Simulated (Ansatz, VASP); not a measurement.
**Ca: VASP beside Ansatz**

The input INCAR:

```
SYSTEM = Ca
  PREC = Accurate
  ENCUT = 520
  EDIFF = 1E-7
  ISMEAR = 0
  SIGMA = 0.05
  LREAL = .FALSE.
  LASPH = .TRUE.
  NELM = 80
  ALGO = Normal
  ISIF = 2
  LWAVE = .FALSE.
  LCHARG = .TRUE.
  GGA = PE
  LELF = .TRUE.
  LVHAR = .TRUE.
  NBANDS = 11
```

File KPOINTS:

```
regular mesh
0
G
  12 12 12
  0 0 0
```

POSCAR

```
Ca
1.0
   -2.2400000000      2.2400000000      2.2400000000
    2.2400000000     -2.2400000000      2.2400000000
    2.2400000000      2.2400000000     -2.2400000000
Ca
1
Direct
    0.0000000000      0.0000000000      0.0000000000
```

Input for Ansatz:

```yaml
crystal:
  lattice:
    - [-2.24, 2.24, 2.24]
    - [2.24, -2.24, 2.24]
    - [2.24, 2.24, -2.24]
  atoms:
    - { symbol: Ca, position: [0.0, 0.0, 0.0] }
basis:
  ecutwfc: 420
kpoints:
  mp_grid: { grid: [12, 12, 12] }
hamiltonian:
  xc: pbe
scf:
  occupations: { method: gaussian, width: 0.05 }
output:
  forces: true
  eigenvalues: true
  eigenstates:
    nscf_kmesh: { grid: [34, 34, 34] }
    top_band: c6
    de_dk: true
    localisation: false
  stress: true
checkpoint:
  write: ck
  compress: false
  write_wavefunctions: false
  write_every: 100000
```

Alike in both runs: task single point; functional PBE; k mesh 12 × 12 × 12; occupations gaussian, width 0.05 eV; no spin polarisation.

```csv
,VASP,Ansatz
version,VASP 6.6.1,Ansatz 0.2.0
potentials or method,"VASP PAW PBE potentials, release 64 (Ca_sv), cutoff 520 eV","scalar-relativistic, plane waves, PAW"
valence electrons in the cell,10,10
```

```csv
,VASP,Ansatz,Ansatz less VASP
pressure (GPa),-1.0,-1.0,-0.01
```
